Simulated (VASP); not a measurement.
Si2Ni: single point with PBE+U

Crystal: Si2Ni.

```xyz
3
Lattice="0.0000 2.7242 2.7242 2.7242 0.0000 2.7242 2.7242 2.7242 0.0000" Properties=species:S:1:pos:R:3 pbc="T T T"
Ni    0.0000    0.0000    0.0000
Si    4.0864    4.0864    4.0864
Si    1.3621    1.3621    1.3621
```

```
Program                : VASP 6.6.1
Task                   : single point
Functional             : PBE
Potentials or basis    : VASP PAW PBE potentials, release 64 (Ni_sv_GW, Si)
Cutoff                 : 590 eV
k mesh                 : 9 × 9 × 9
Occupations            : fermi-dirac, width 0.05 eV
Spin                   : collinear spin, ferromagnetic start
Starting moments       : [1.0, 0.0, 0.0] μB
Hubbard terms          : Ni d U = 3.0 eV
Dipole correction      : no
Further INCAR settings : ALGO = Normal; EDIFF = 1e-06; NBANDS = 24
```

| Quantity | Value |
| --- | --- |
| Pressure | -1.9 GPa |
| Band gap on the k mesh | zero (filled and empty bands overlap) |
| Net moment | 0.00 μB per cell |
| Valence electrons inside the program's atomic spheres | Ni 16.63; Si 1.58 |

Levels at points of the mesh, in eV from the Fermi level:
Spin up:
| k point | band 9 | band 10 | band 11 | band 12 | band 13 | band 14 | band 15 | band 16 | band 17 | band 18 |
| --- | --- | --- | --- | --- | --- | --- | --- | --- | --- | --- |
| (0.00, 0.00, 0.00) | -3.65 | -3.65 | -0.47 | 1.68 | 1.68 | 1.68 | 2.41 | 2.41 | 2.41 | 4.69 |
Spin down:
```csv
k point,band 10,band 11,band 12,band 13,band 14,band 15,band 16,band 17
"(0.00, 0.00, 0.00)",-3.65,-0.47,1.68,1.68,1.68,2.41,2.41,2.41
```

Eigenvalues of the final occupation matrices:
```csv
site,spin,trace,eigenvalues
site 1 d,1,3.98,0.77 0.77 0.77 0.84 0.84
site 1 d,2,3.98,0.77 0.77 0.77 0.84 0.84
```

Wall time 72 s on 1 thread of AMD EPYC 9R45 96-Core Processor (Zen 5) (shared host), peak memory 0.22 GiB.

Caveat: the U is typed as a test and isn't derived for this compound. The state reached can hang on the start; a lower one may exist.
